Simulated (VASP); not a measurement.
BN (Qingsongite):

```xyz
2
Lattice="0.0000 1.8044 1.8044 1.8044 0.0000 1.8044 1.8044 1.8044 0.0000" Properties=species:S:1:pos:R:3 pbc="T T T"
B     0.0000    0.0000    0.0000
N     0.9022    0.9022    0.9022
```

Base run:

- Program: VASP 6.6.1
- Functional: r2SCAN
- Potentials or basis: VASP PAW PBE potentials, release 64 (B, N)
- Cutoff: 520 eV
- k mesh: 12 × 12 × 12
- Occupations: fermi-dirac, width 0.02 eV
- Spin: no spin polarisation

Its results: band gap on the k mesh 4.98 eV, indirect (least direct gap 9.55 eV); pressure 1.4 GPa.

Task: The run is repeated on the same cell with these changes: potentials or basis from VASP PAW PBE potentials, release 64 (B, N) to VASP PAW PBE potentials, release 64 (B_h, N_h); cutoff from 520 eV to 910 eV; further incar settings from ALGO = Normal; EDIFF = 1e-07; NBANDS = 11 to ALGO = Normal; EDIFF = 1e-06; NBANDS = 11. What comes out?

Result: Band gap on the k mesh 5.00 eV, indirect (least direct gap 9.57 eV); pressure -0.3 GPa.

Caveats: the PAW data sets were made with another functional, which shifts forces and pressure a little; the cutoff is under 1.25 times the usual one of these potentials, so pressure, stress and relaxed cells hold a basis-set (Pulay) error (some runs).

A k mesh can miss the band edges.
